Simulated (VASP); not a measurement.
Set up this calculation in VASP 6.6.1, as the native input.

* Task: relaxation of shape and atoms at fixed volume
* Functional: PBE
* Potentials or basis: VASP PAW PBE potentials, release 64 (C, O)
* Cutoff: 600 eV
* k mesh: 10 × 10 × 10
* Occupations: gaussian, width 0.05 eV
* Spin: no spin polarisation
* Dipole correction: no
* Further INCAR settings: ALGO = Normal; EDIFF = 1e-06; IBRION = 2; EDIFFG = -0.01; NSW = 60; ISIF = 4

The structure of CO2 lies in POSCAR:

```
CO2
1.0
   -1.9691083485      1.9691083485      2.9712894791
    1.9691083485     -1.9691083485      2.9712894791
    1.9691083485      1.9691083485     -2.9712894791
C O
2 4
Direct
    0.0000000000      0.0000000000      0.0000000000
    0.7500000000      0.2500000000      0.5000000000
    0.3750000000      0.2893122308      0.4143122308
    0.7106877692      0.1250000000      0.0856877692
    0.8750000000      0.9606877692      0.5856877692
    0.0393122308      0.6250000000      0.9143122308
```

One way to write it, as run:

INCAR

```
SYSTEM = CO2
PREC     = Accurate       ! precision mode
ENCUT    = 600            ! plane-wave cutoff, eV
EDIFF    = 1E-6           ! SCF threshold, eV
ISMEAR   = 0              ! smearing method
SIGMA    = 0.05           ! smearing width, eV
LREAL    = .FALSE.        ! projectors in reciprocal space
LASPH    = .TRUE.         ! aspherical terms in the spheres
NELM     = 100            ! most SCF steps
ALGO     = Normal         ! electronic algorithm
ISIF     = 4              ! what is computed and relaxed
LWAVE    = .FALSE.        ! write WAVECAR
LCHARG   = .FALSE.        ! write CHGCAR
GGA      = PE             ! functional
IBRION   = 2              ! ionic algorithm
NSW      = 60             ! ionic steps
EDIFFG   = -0.01          ! ionic threshold
```

KPOINTS

```
regular mesh
0
G
  10 10 10
  0 0 0
```

Potentials or basis: VASP PAW PBE potentials, release 64 (C, O).

Command:

```console
$ cat potpaw_PBE.64/C/POTCAR potpaw_PBE.64/O/POTCAR > POTCAR
$ mpirun -np 1 vasp_std > vasp.out
```

Results of the run:

```json
{"Energy gained by relaxing": "1.9 meV/atom", "Ionic steps": "5", "Pressure after relaxing": "3.1 GPa", "Band gap on the k mesh": "7.66 eV (least direct gap 8.06 eV)"}
```

Run time: 2.2 min on 1 thread of Intel(R) Xeon(R) 6975P-C (Granite Rapids), with other jobs on the host, peak memory 0.25 GiB.
